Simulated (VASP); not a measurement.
CuO:

```
Cu O
1.0
     3.28802    0.00000    0.00000
    -1.64401    2.84751    0.00000
     0.00000    0.00000    5.38502
Cu O
2 2
Direct
  0.66667 0.33333 0.00000
  0.33333 0.66667 0.50000
  0.66667 0.33333 0.62520
  0.33333 0.66667 0.12520
```

- Program: VASP 6.6.1
- Task: relaxation of cell and atoms
- Functional: LDA
- Potentials or basis: VASP PAW LDA potentials, release 64 (Cu, O)
- Cutoff: 600 eV
- k mesh: 9 × 9 × 5
- Occupations: fermi-dirac, width 0.05 eV
- Spin: no spin polarisation

At the start: pressure -19.9 GPa; volume 12.60 Å³/atom.

Q: How do energy, volume and symmetry change on relaxing?

A: Over 11 steps the energy falls by 149.9 meV/atom and the volume is 10.57 Å³/atom (-16.1 %); space group P6_3mc (No. 186, to 0.1 Å) before and after.

The path:
| step | energy change (eV) | largest force (eV/Å) | pressure (GPa) | volume (Å³) |
| --- | --- | --- | --- | --- |
| 1 | 0.0000 | 0.0647 | -19.88 | 50.42 |
| 2 | -0.4484 | 0.2179 | 14.24 | 39.85 |
| 3 | -0.5651 | 0.1565 | -0.05 | 42.68 |
| 4 | -0.5649 | 0.1590 | 0.62 | 42.53 |
| 5 | -0.5729 | 0.1557 | 0.59 | 42.50 |
| 6 | -0.5918 | 0.1162 | 0.51 | 42.38 |
| 7 | -0.5926 | 0.1584 | -0.07 | 42.09 |
| 8 | -0.5996 | 0.0002 | 0.28 | 42.24 |
| 9 | -0.5997 | 0.0106 | 0.27 | 42.23 |
| 10 | -0.5992 | 0.0248 | -0.71 | 42.46 |
| 11 | -0.5997 | 0.0018 | -0.03 | 42.29 |

Final structure:
```
Cu O
1.0
     3.03747    0.00000    0.00000
    -1.51873    2.63052    0.00000
     0.00000    0.00000    5.29307
Cu O
2 2
Direct
  0.66667 0.33333 0.98936
  0.33333 0.66667 0.48936
  0.66667 0.33333 0.63584
  0.33333 0.66667 0.13584
```

Caveat: the volume moved by over 15 % at a fixed basis, so the end points are rough.
